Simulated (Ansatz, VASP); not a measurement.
## Na: VASP beside Ansatz

```xyz
4
Lattice="-1.8915 3.2761 0.0000 0.0000 0.0000 6.1104 5.5457 3.2018 0.0000" Properties=species:S:1:pos:R:3 pbc="T T T"
Na   -0.0042    2.1817    1.5276
Na    1.8229    5.4206    1.5276
Na    1.8313    1.0573    4.5828
Na    3.6584    4.2963    4.5828
```

Alike in both runs: functional PBE; k mesh 10 × 6 × 6; occupations gaussian, width 0.1 eV; no spin polarisation.

Ansatz relaxed the structure, and its values are those at the end. VASP's run is a single point on that final structure, the one shown.

```csv
,VASP,Ansatz
version,VASP 6.6.1,Ansatz 0.2.0
potentials or method,"VASP PAW PBE potentials, release 64 (Na_pv), cutoff 500 eV","scalar-relativistic, plane waves, PAW"
valence electrons in the cell,28,36
```

```csv
,VASP,Ansatz,Ansatz less VASP
gap on the k mesh at the Fermi level (eV),none,none,-
pressure (GPa),0.0,0.0,+0.02
```

A gap of «none» marks a metal or a gap that the smearing closes. With one functional, cell and mesh, what is left measures potentials, basis and numerics. VASP's potentials hold 28 valence electrons a cell and Ansatz's 36, so a difference there can come from the potentials and not from the codes.
